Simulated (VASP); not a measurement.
Sn, 2 atoms in the cell. Symmetry: Fddd, No. 70, orthorhombic system. The conventional cell has a = 6.085 Å, b = 6.491 Å, c = 6.897 Å, α = 90.00°, β = 90.00°, γ = 90.00°. Within 3.7 Å of Sn (site symmetry 222) lie 4 Sn at 2.81 Å.  This cell differs from its parent crystal: strain +0.0625 x Voigt [1, -1, 0, 0, 0, 0].

- Program: VASP 6.6.1
- Task: single point
- Functional: r2SCAN
- Potentials or basis: VASP PAW PBE potentials, release 64 (Sn_d)
- Cutoff: 520 eV
- k mesh: 12 × 12 × 12
- Occupations: gaussian, width 0.15 eV
- Spin: no spin polarisation
- Dipole correction: no
- Further INCAR settings: ALGO = Normal; EDIFF = 1e-07; NBANDS = 21

Potentials or basis: VASP PAW PBE potentials, release 64 (Sn_d).

The run is started by

```console
$ cat potpaw_PBE.64/Sn_d/POTCAR > POTCAR
$ cp INCAR.step1 INCAR
$ mpirun -np 1 vasp_std > vasp.out
$ cp INCAR.step2 INCAR
$ mpirun -np 1 vasp_std > vasp.out
```

Hardware: 1 thread of AMD EPYC 7R13, on a shared host.

**Question.** Estimate the wall time of this run.

**Answer.** Run time: 52 min on 1 thread of AMD EPYC 7R13, on a shared host, peak memory 0.42 GiB. Counts: k points 280.
